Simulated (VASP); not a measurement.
Write the native input for VASP 6.6.1 that does the following.

```
Task                   : single point
Functional             : PBEsol
Potentials or basis    : VASP PAW PBE potentials, release 64 (Cu)
Cutoff                 : 520 eV
k mesh                 : 14 × 14 × 14
Occupations            : fermi-dirac, width 0.05 eV
Spin                   : no spin polarisation
Dipole correction      : no
Further INCAR settings : ALGO = Normal; EDIFF = 1e-06; NBANDS = 12
```

The structure of Cu lies in POSCAR:

```
Cu
1.0
   -1.4183341563      1.4183341563      1.3527530866
    1.4183341563     -1.4183341563      1.3527530866
    1.4183341563      1.4183341563     -1.3527530866
Cu
1
Direct
    0.0000000000      0.0000000000      0.0000000000
```

The input as run:

INCAR

```
PREC     = Accurate       # precision mode
ENCUT    = 520            # plane-wave cutoff, eV
EDIFF    = 1E-6           # SCF threshold, eV
ISMEAR   = -1             # smearing method
SIGMA    = 0.05           # smearing width, eV
LREAL    = F              # projectors in reciprocal space
LASPH    = T              # aspherical terms in the spheres
NELM     = 80             # most SCF steps
ALGO     = Normal         # electronic algorithm
ISIF     = 2              # what is computed and relaxed
LWAVE    = F              # write WAVECAR
LCHARG   = T              # write CHGCAR
GGA      = PS             # functional
LELF     = T              # ELF
LVHAR    = T            
NBANDS   = 12             # bands
```

KPOINTS

```
Automatic mesh
0
Gamma
  14 14 14
```

Potentials or basis: VASP PAW PBE potentials, release 64 (Cu).

The run is started by

```bash
$ cat potpaw_PBE.64/Cu/POTCAR > POTCAR
$ mpirun -np 1 vasp_std > vasp.out
```

It gave:

```yaml
Pressure: 8.6 GPa
```

Caveat: the PAW data sets were made with another functional, which shifts forces and pressure a little.

Wall time 18 s on 1 thread of Intel(R) Xeon(R) Platinum 8488C (Sapphire Rapids), on a shared host, peak memory 0.13 GiB.
